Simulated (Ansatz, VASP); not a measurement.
CaO in VASP and in Ansatz

```
Ca O
1.0
     0.00000    2.41539    2.41539
     2.41539    0.00000    2.41539
     2.41539    2.41539    0.00000
Ca O
1 1
Direct
  0.00000 0.00000 0.00000
  0.50000 0.50000 0.50000
```

Alike in both runs: functional PBE; k mesh 8 × 8 × 8; occupations gaussian, width 0.02 eV; no spin polarisation.

Ansatz relaxed the structure, and its values are those at the end. VASP's run is a single point on that final structure, the one shown.

|  | VASP | Ansatz |
| --- | --- | --- |
| version | VASP 6.6.1 | Ansatz 0.2.0 |
| potentials or method | VASP PAW PBE potentials, release 64 (Ca_sv, O), cutoff 600 eV | scalar-relativistic, plane waves, PAW |
| valence electrons in the cell | 16 | 16 |

Ansatz gave:

* gap on the k mesh at the Fermi level (eV): 3.66
* least direct gap on the mesh (eV): 4.03
* pressure (GPa): 0.0

**Question.** Estimate VASP's values.

**Answer.** gap on the k mesh at the Fermi level (eV): 3.64; least direct gap on the mesh (eV): 4.02; pressure (GPa): 0.4.
